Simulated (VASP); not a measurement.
# CaSbC (P4/nmm) in VASP: notebook

The runs below take CaSbC through single point, relaxation of cell and atoms, with PBE.

All numbers are computed with VASP 6.6.1; they aren't measurements. Logs are shortened: lines on timing, memory, paths and dates and some standing lists are left out, and cuts for length are marked.

### Step 1. The cell of the first run

The structure is tetragonal, space group P4/nmm (No. 129). Conventional cell: a = 4.050 Å, b = 4.050 Å, c = 7.128 Å, α = 90.00°, β = 90.00°, γ = 90.00°. Ca (site symmetry 4mm) has 4 C at 2.50 Å and 5 Sb at 3.05 to 3.16 Å within 3.3 Å. Sb (site symmetry 4mm) has 6 Ca at 3.05 to 3.97 Å and 4 C at 3.22 Å and 8 Sb at 3.56 to 4.05 Å within 4.1 Å. Within 3.3 Å of C (site symmetry -4m2) lie 4 Ca at 2.50 Å and 4 C at 2.86 Å and 4 Sb at 3.22 Å.

### Step 2. Single point, PBE

INCAR

```
SYSTEM = CaSbC
ALGO = Normal
EDIFF = 1E-6
ENCUT = 520
GGA = PE
ISIF = 2
ISMEAR = 0
LASPH = .TRUE.
LCHARG = .FALSE.
LREAL = .FALSE.
LWAVE = .FALSE.
NBANDS = 28
NELM = 100
PREC = Accurate
SIGMA = 0.1
```

KPOINTS

```
k-points
0
G
  4 4 4
  0 0 0
```

POSCAR

```
CaSbC
1.0
    4.0501281487      0.0000000000      0.0000000000
    0.0000000000      4.0501281487      0.0000000000
    0.0000000000      0.0000000000      7.1277205334
Ca Sb C
2 2 2
Direct
    0.5000000000      0.0000000000      0.2055000000
    0.0000000000      0.5000000000      0.7945000000
    0.5000000000      0.0000000000      0.6485000000
    0.0000000000      0.5000000000      0.3515000000
    0.0000000000      0.0000000000      0.0000000000
    0.5000000000      0.5000000000      0.0000000000
```

Potentials or basis: VASP PAW PBE potentials, release 64 (Ca_sv, Sb, C).

Launch:

```bash
cat potpaw_PBE.64/Ca_sv/POTCAR potpaw_PBE.64/Sb/POTCAR potpaw_PBE.64/C/POTCAR > POTCAR
mpirun -np 1 vasp_std > vasp.out
```

OUTCAR:

```text
SYSTEM = CaSbC
   EDIFF = 1E-6
   ENCUT = 520
   GGA = PE
   ISIF = 2
   ISMEAR = 0
   LASPH = .TRUE.
   LREAL = .FALSE.
   NELM = 100
   PREC = Accurate

 ion  position               nearest neighbor table
   1  0.500  0.000  0.206-   5 2.50   6 2.50   6 2.50   5 2.50   4 3.05   4 3.05   4 3.05   4 3.05
                             3 3.16
   2  0.000  0.500  0.794-   5 2.50   6 2.50   5 2.50   6 2.50   3 3.05   3 3.05   3 3.05   3 3.05
                             4 3.16
   3  0.500  0.000  0.648-   2 3.05   2 3.05   2 3.05   2 3.05   1 3.16   4 3.56   4 3.56   4 3.56
                             4 3.56
   4  0.000  0.500  0.352-   1 3.05   1 3.05   1 3.05   1 3.05   2 3.16   3 3.56   3 3.56   3 3.56
                             3 3.56
   5  0.000  0.000  0.000-   1 2.50   2 2.50   2 2.50   1 2.50
   6  0.500  0.500  0.000-   1 2.50   2 2.50   1 2.50   2 2.50

  LATTYP: Found a simple tetragonal cell.
 ALAT       =     4.0501281487
 C/A-ratio  =     1.7598753105

  Lattice vectors:

 A1 = (   4.0501281487,   0.0000000000,   0.0000000000)
 A2 = (   0.0000000000,   4.0501281487,   0.0000000000)
 A3 = (   0.0000000000,   0.0000000000,   7.1277205334)

Analysis of symmetry for initial positions (statically):
=====================================================================
 Subroutine PRICEL returns:
 Original cell was already a primitive cell.

 Routine SETGRP: Setting up the symmetry group for a
 simple tetragonal supercell.

 Subroutine GETGRP returns: Found 16 space group operations
 (whereof  8 operations were pure point group operations)
 out of a pool of 16 trial point group operations.

The static configuration has the point symmetry D_2d.
 The point group associated with its full space group is D_4h.

Analysis of symmetry for dynamics (positions and initial velocities):
=====================================================================
 Subroutine PRICEL returns:
 Original cell was already a primitive cell.

 Routine SETGRP: Setting up the symmetry group for a
 simple tetragonal supercell.

 Subroutine GETGRP returns: Found 16 space group operations
 (whereof  8 operations were pure point group operations)
 out of a pool of 16 trial point group operations.

The dynamic configuration has the point symmetry D_2d.
 The point group associated with its full space group is D_4h.

 Subroutine INISYM returns: Found 16 space group operations
 (whereof  8 operations are pure point group operations),
 and found     1 'primitive' translations

----------------------------------------------------------------------------------------

                                     Primitive cell

  volume of cell :     116.9198

  direct lattice vectors                    reciprocal lattice vectors
     4.050128149  0.000000000  0.000000000     0.246905768  0.000000000  0.000000000
     0.000000000  4.050128149  0.000000000     0.000000000  0.246905768  0.000000000
     0.000000000  0.000000000  7.127720533     0.000000000  0.000000000  0.140297308

  length of vectors
     4.050128149  4.050128149  7.127720533     0.246905768  0.246905768  0.140297308

  position of ions in fractional coordinates (direct lattice)
     0.500000000  0.000000000  0.205500000
     0.000000000  0.500000000  0.794500000
     0.500000000  0.000000000  0.648500000
     0.000000000  0.500000000  0.351500000
     0.000000000  0.000000000  0.000000000
     0.500000000  0.500000000  0.000000000

  ion indices of the primitive-cell ions
   primitive index   ion index
                 1           1
                 2           2
                 3           3
                 4           4
                 5           5
                 6           6

----------------------------------------------------------------------------------------

 KPOINTS: k-points

Automatic generation of k-mesh.
 Grid dimensions read from file:
 generate k-points for:    4    4    4

 Generating k-lattice:

  Cartesian coordinates                     Fractional coordinates (reciprocal lattice)
     0.061726442  0.000000000  0.000000000     0.250000000  0.000000000  0.000000000
     0.000000000  0.061726442  0.000000000     0.000000000  0.250000000  0.000000000
     0.000000000  0.000000000  0.035074327     0.000000000  0.000000000  0.250000000

  Length of vectors
     0.061726442  0.061726442  0.035074327

  Shift w.r.t. Gamma in fractional coordinates (k-lattice)
     0.000000000  0.000000000  0.000000000

 Subroutine IBZKPT returns following result:
 ===========================================

 Found     18 irreducible k-points:

 Following reciprocal coordinates:
            Coordinates               Weight
  0.000000  0.000000  0.000000      1.000000
  0.250000  0.000000  0.000000      4.000000
  0.500000  0.000000  0.000000      2.000000
  0.250000  0.250000  0.000000      4.000000
  0.500000  0.250000  0.000000      4.000000
  0.500000  0.500000  0.000000      1.000000
[... 10 lines left out ...]
  0.500000  0.250000  0.500000      4.000000
  0.500000  0.500000  0.500000      1.000000
   k-points           NKPTS =     18   k-points in BZ     NKDIM =     18   number of bands    NBANDS=     28
   number of dos      NEDOS =    301   number of ions     NIONS =      6
   total plane-waves  NPLWV =  48600
   dimension x,y,z NGX =    30 NGY =   30 NGZ =   54
   dimension x,y,z NGXF=    60 NGYF=   60 NGZF=  108
   ions per type =               2   2   2
   NGX,Y,Z   is equivalent  to a cutoff of  12.31, 12.31, 12.59 a.u.
   NGXF,Y,Z  is equivalent  to a cutoff of  24.63, 24.63, 25.19 a.u.
 SYSTEM =  CaSbC
   PREC   = accura    normal or accurate (medium, high low for compatibility)
   ISTART =      0    job   : 0-new  1-cont  2-samecut
   ICHARG =      2    charge: 1-file 2-atom 10-const
   ISPIN  =      1    spin polarized calculation?
   LNONCOLLINEAR =      F non collinear calculations
   LSORBIT =      F    spin-orbit coupling
   LASPH  =      T    aspherical Exc in radial PAW
   ENCUT  =  520.0 eV  38.22 Ry    6.18 a.u.   7.53  7.53 13.25*2*pi/ulx,y,z
   NELM   =    100;   NELMIN=  2; NELMDL= -5     # of ELM steps
   EDIFF  = 0.1E-05   stopping-criterion for ELM
   LREAL  =      F    real-space projection
   EDIFFG = 0.1E-04   stopping-criterion for IOM
   NSW    =      0    number of steps for IOM
   IBRION =     -1    ionic relax: 0-MD 1-quasi-New 2-CG
   NFREE  =      0    steps in history (QN), initial steepest desc. (CG)
   ISIF   =      2    stress and relaxation
   ISYM   =      2    0-nonsym 1-usesym 2-fastsym
   POTIM  = 0.5000    time-step for ionic-motion
   TEBEG  =    0.0;   TEEND  =   0.0 temperature during run
   PSTRESS=    0.0 pullay stress
   NELECT =      38.0000    total number of electrons
   NUPDOWN=      -1.0000    fix difference up-down
   EMIN   =  10.00;   EMAX   =-10.00  energy-range for DOS
   EFERMI =   0.00;   METHOD = LEGACY
   ISMEAR =     0;   SIGMA  =   0.10  broadening in eV -4-tet -1-fermi 0-gaus
   EFERMI_NEDOS =   21; number of points for ismear=-14 and -15
   IALGO  =     38    algorithm
   IMIX   =      4    mixing-type and parameters
     AMIX     =   0.40;   BMIX     =  1.00
     AMIX_MAG =   1.60;   BMIX_MAG =  1.00
  volume/ion in A,a.u.               =      19.49       131.50
  Fermi-wavevector in a.u.,A,eV,Ry     =   1.125572  2.127023 17.237390  1.266912
  Thomas-Fermi vector in A             =   2.262250
   LORBIT       =      0    0 simple, 1 ext, 2 COOP (PROOUT), +10 PAW based schemes
   GGA     = PE    functional components
   LHFCALC =     F    Hartree Fock is set to
   AEXX    =    0.0000 exact exchange contribution
   IVDW    =     0    specifies the selected vdW correction
   LEPSILON=     F    determine dielectric tensor
   LRPA    =     F    only Hartree local field effects (RPA)
 non-spin polarized calculation
 Gauss-broadening in eV      SIGMA  =   0.10
  energy-cutoff  :      520.00
  volume of cell :      116.92
 maximum number of plane-waves:      3178
   NGX = 15   NGY = 15   NGZ = 27

 number of electron      37.9999999 magnetization

 Free energy of the ion-electron system (eV)
  ---------------------------------------------------
  ext. energy  EPLUGINS =         0.00000000
  ---------------------------------------------------
  free energy    TOTEN  =       -24.14220691 eV

  energy without entropy =      -24.11263120  energy(sigma->0) =      -24.12741906

 E-fermi :   5.7657     XC(G=0): -10.2878

 val. band max:        5.7411224968   @ k =   0.2500   0.0000   0.0000
 cond. band min:       5.7694107539   @ k =   0.2500   0.0000   0.2500
 fundamental gap:      0.0282882572
 Fermi energy:         5.7656544703

 k-point     1 :       0.0000    0.0000    0.0000
  band No.  band energies     occupation
      1     -33.6550      2.00000
      2     -33.6463      2.00000
      3     -14.9053      2.00000
      4     -14.7782      2.00000
      5     -14.7782      2.00000
      6     -14.7744      2.00000
[... 20 lines left out ...]
     27      10.1744      0.00000
     28      10.7363      0.00000

 k-point     2 :       0.2500    0.0000    0.0000
  band No.  band energies     occupation
      1     -33.6514      2.00000
      2     -33.6452      2.00000
      3     -14.8882      2.00000
      4     -14.8428      2.00000
      5     -14.8000      2.00000
      6     -14.7758      2.00000
[... 20 lines left out ...]
     27      10.5148      0.00000
     28      10.7907      0.00000

 k-point     3 :       0.5000    0.0000    0.0000
  band No.  band energies     occupation
      1     -33.6459      2.00000
      2     -33.6459      2.00000
      3     -14.9002      2.00000
      4     -14.9002      2.00000
      5     -14.8046      2.00000
      6     -14.8046      2.00000
[... 430 lines left out ...]
      3     -14.8939      2.00000
      4     -14.8939      2.00000
      5     -14.8023      2.00000
      6     -14.8023      2.00000
[... 20 lines left out ...]
     27      11.5035      0.00000
     28      11.5035      0.00000

 k-point    18 :       0.5000    0.5000    0.5000
  band No.  band energies     occupation
      1     -33.6411      2.00000
      2     -33.6411      2.00000
      3     -14.8903      2.00000
      4     -14.8903      2.00000
      5     -14.8243      2.00000
      6     -14.8243      2.00000
[... 20 lines left out ...]
     27      11.7614      0.00000
     28      11.7614      0.00000

------------------------ aborting loop because EDIFF is reached ----------------------------------------

  FORCE on cell =-STRESS in cart. coord.  units (eV):
  Direction    XX          YY          ZZ          XY          YZ          ZX
  --------------------------------------------------------------------------------------
  -------------------------------------------------------------------------------------
  Total        5.2004827      5.2004827     -1.9364684      0.0000000      0.0000000      0.0000000
  in kB       71.2633190     71.2633190    -26.5358385      0.0000000      0.0000000      0.0000000
  external PRESSURE =      38.6635999 kB  Pullay stress =       0.0000000 kB

 VOLUME and BASIS-vectors are now :
 -----------------------------------------------------------------------------
  energy-cutoff  :      520.00
  volume of cell :      116.92
      direct lattice vectors                 reciprocal lattice vectors
     4.050128149  0.000000000  0.000000000     0.246905768  0.000000000  0.000000000
     0.000000000  4.050128149  0.000000000     0.000000000  0.246905768  0.000000000
     0.000000000  0.000000000  7.127720533     0.000000000  0.000000000  0.140297308

 POSITION                                       TOTAL-FORCE (eV/Angst)
 -----------------------------------------------------------------------------------
      2.02506      0.00000      1.46475        -0.000000      0.000000     -1.496205
      0.00000      2.02506      5.66297         0.000000      0.000000      1.496205
      2.02506      0.00000      4.62233         0.000000      0.000000      0.086852
      0.00000      2.02506      2.50539         0.000000     -0.000000     -0.086852
      0.00000      0.00000      0.00000         0.000000      0.000000      0.000000
      2.02506      2.02506      0.00000         0.000000      0.000000      0.000000
 -----------------------------------------------------------------------------------
    total drift:                                0.000000      0.000000     -0.000000

  FREE ENERGIE OF THE ION-ELECTRON SYSTEM (eV)
  ---------------------------------------------------
  free  energy   TOTEN  =       -24.1422069131 eV

  energy  without entropy=      -24.1126311971  energy(sigma->0) =      -24.12741906
```

Run time: 36 s. Hardware: 1 thread of AMD EPYC 9R45 (Zen 5), shared host; peak memory 0.2 GiB.

What came out:

```
Free energy            : -24.1422 eV
Pressure               : 3.9 GPa
Largest force          : 1.496 eV/Å
Band gap on the k mesh : zero (bands 19 and 20 overlap by 1.28 eV)
```

Forces on the atoms (eV/Å):
```
Ca   0.000  0.000 -1.496
Ca   0.000  0.000  1.496
Sb   0.000  0.000  0.087
Sb   0.000  0.000 -0.087
C    0.000  0.000  0.000
C    0.000  0.000  0.000
```

Stress tensor (GPa, compression positive):
```
 7.13  0.00  0.00
 0.00  7.13  0.00
 0.00  0.00 -2.65
```

Levels at points of the mesh, in eV from the Fermi level:
| k point | band 17 | band 18 | band 19 | band 20 | band 21 | band 22 |
| --- | --- | --- | --- | --- | --- | --- |
| (0.00, 0.00, 0.00) | -1.14 | -0.99 | -0.99 | 0.83 | 0.83 | 1.85 |
| (0.50, 0.00, 0.00) | -0.47 | -0.47 | 0.12 | 0.12 | 0.42 | 0.42 |
| (0.50, 0.50, 0.00) | -1.86 | -1.86 | -0.46 | -0.46 | 0.83 | 0.83 |
| (0.00, 0.00, 0.50) | -1.14 | -1.14 | 0.69 | 1.43 | 1.58 | 1.58 |
| (0.50, 0.00, 0.50) | -1.26 | -1.26 | 0.10 | 0.10 | 0.74 | 0.74 |
| (0.50, 0.50, 0.50) | -0.63 | -0.63 | -0.45 | -0.45 | 0.35 | 0.35 |

Caveat: the k points lie up to 0.39 Å⁻¹ apart, too coarse for converged energies and pressures of a metal; spin-orbit coupling is left out, which moves the levels of the heavy elements; forces of over 1 eV/Å act on the atoms, so gaps and moduli don't describe the material at rest.

### Step 3. Single point, PBE

This run uses another cell than the first one, of 20.21 Å³/atom.

INCAR

```
SYSTEM = CaSbC
  PREC = Accurate
  ENCUT = 520
  EDIFF = 1E-6
  ISMEAR = 0
  SIGMA = 0.1
  LREAL = .FALSE.
  LASPH = .TRUE.
  NELM = 80
  ALGO = Normal
  ISIF = 2
  LWAVE = .FALSE.
  LCHARG = .FALSE.
  GGA = PE
  NBANDS = 28
```

KPOINTS

```
regular mesh
0
G
  4 4 4
  0 0 0
```

POSCAR

```
CaSbC
1.0
    4.3781910802      0.0000000000      0.0000000000
    0.0000000000      4.3781910802      0.0000000000
    0.0000000000      0.0000000000      6.3261899380
Ca Sb C
2 2 2
Direct
    0.5000000000      0.0000000000      0.3102842333
    0.0000000000      0.5000000000      0.6897157667
    0.5000000000      0.0000000000      0.8385881939
    0.0000000000      0.5000000000      0.1614118061
    0.0000000000      0.0000000000      0.0000000000
    0.5000000000      0.5000000000      0.0000000000
```

Potentials or basis: VASP PAW PBE potentials, release 64 (Ca_sv, Sb, C).

Launch:

```bash
cat potpaw_PBE.64/Ca_sv/POTCAR potpaw_PBE.64/Sb/POTCAR potpaw_PBE.64/C/POTCAR > POTCAR
mpirun -np 1 vasp_std > vasp.out
```

Run time: 43 s. Hardware: 1 thread of AMD EPYC 9R45 (Zen 5), shared host; peak memory 0.23 GiB.

The run converged. Its results:

```
Free energy            : -26.6881 eV
Pressure               : 0.2 GPa
Largest force          : 0.017 eV/Å
Band gap on the k mesh : zero (bands 19 and 20 overlap by 1.21 eV)
```

Forces in eV/Å, atoms in the order of the input:
```
Ca   0.000  0.000  0.017
Ca   0.000  0.000 -0.017
Sb   0.000  0.000  0.005
Sb   0.000  0.000 -0.005
C    0.000  0.000  0.000
C    0.000  0.000  0.000
```

Stress tensor (GPa, compression positive):
```
0.28 0.00 0.00
0.00 0.28 0.00
0.00 0.00 0.02
```

Levels at points of the mesh, in eV from the Fermi level:
```
           k point  band 17  band 18  band 19  band 20  band 21  band 22
(0.00, 0.00, 0.00)    -2.04    -1.82    -0.80    -0.25     1.13     1.15
(0.50, 0.00, 0.00)    -3.02    -3.02     0.82     0.82     0.99     0.99
(0.50, 0.50, 0.00)    -0.56    -0.56     0.07     0.07     1.88     1.88
(0.00, 0.00, 0.50)    -2.14    -2.07    -0.83    -0.27     1.41     1.41
(0.50, 0.00, 0.50)    -2.40    -2.40     0.20     0.20     1.30     1.30
(0.50, 0.50, 0.50)     0.08     0.08     0.21     0.21     1.48     1.48
```

Caveat: spin-orbit coupling is left out, which moves the levels of the heavy elements.

### Step 4. Single point, PBE

This run uses another cell than the first one, of 20.20 Å³/atom.

INCAR

```
PREC = Accurate
ENCUT = 520
EDIFF = 1E-6
ISMEAR = 0
SIGMA = 0.1
LREAL = F
LASPH = T
NELM = 100
ALGO = Normal
ISIF = 2
LWAVE = F
LCHARG = F
GGA = PE
NBANDS = 28
```

KPOINTS

```
regular mesh
0
Gamma
  8 8 6
```

POSCAR

```
CaSbC
1.0
    4.3668946932      0.0000000000      0.0000000000
    0.0000000000      4.3668946932      0.0000000000
    0.0000000000      0.0000000000      6.3541033415
Ca Sb C
2 2 2
Direct
    0.5000000000      0.0000000000      0.3130812227
    0.0000000000      0.5000000000      0.6869187773
    0.5000000000      0.0000000000      0.8441662550
    0.0000000000      0.5000000000      0.1558337450
    0.0000000000      0.0000000000      0.0000000000
    0.5000000000      0.5000000000      0.0000000000
```

Launch:

```bash
cat potpaw_PBE.64/Ca_sv/POTCAR potpaw_PBE.64/Sb/POTCAR potpaw_PBE.64/C/POTCAR > POTCAR
mpirun -np 1 vasp_std > vasp.out
```

Run time: 1.7 min. Hardware: 1 thread of AMD EPYC 9R45 (Zen 5), shared host; peak memory 0.31 GiB.

It converged, with:

| Quantity | Value |
| --- | --- |
| Free energy | -26.6355 eV |
| Pressure | 0.1 GPa |
| Largest force | 0.009 eV/Å |
| Band gap on the k mesh | zero (bands 19 and 20 overlap by 1.22 eV) |

Forces on the atoms (eV/Å):
```
Ca   0.000  0.000  0.009
Ca   0.000  0.000 -0.009
Sb   0.000  0.000  0.001
Sb   0.000  0.000 -0.001
C    0.000  0.000  0.000
C    0.000  0.000  0.000
```

Levels at points of the mesh, in eV from the Fermi level:
```tsv
k point	band 15	band 16	band 17	band 18	band 19	band 20	band 21	band 22	band 23	band 24
(0.00, 0.00, 0.00)	-2.29	-2.11	-2.11	-1.84	-0.84	-0.22	1.00	1.12	1.12	1.78
(0.50, 0.00, 0.00)	-3.70	-3.70	-3.03	-3.03	0.79	0.79	0.96	0.96	2.13	2.13
(0.50, 0.50, 0.00)	-3.80	-3.80	-0.56	-0.56	0.05	0.05	1.83	1.83	2.60	2.60
(0.00, 0.00, 0.50)	-3.44	-2.19	-2.19	-2.10	-0.88	-0.30	1.41	1.41	2.41	2.41
(0.50, 0.00, 0.50)	-4.06	-4.06	-2.38	-2.38	0.08	0.08	1.29	1.29	1.67	1.67
(0.50, 0.50, 0.50)	-4.27	-4.27	0.06	0.06	0.14	0.14	1.49	1.49	2.61	2.61
```

Caveat: spin-orbit coupling is left out, which moves the levels of the heavy elements.

(Part 1 of 2 ends here.)

The gap in the log of VASP goes by the Fermi energy; the results here count the filled bands.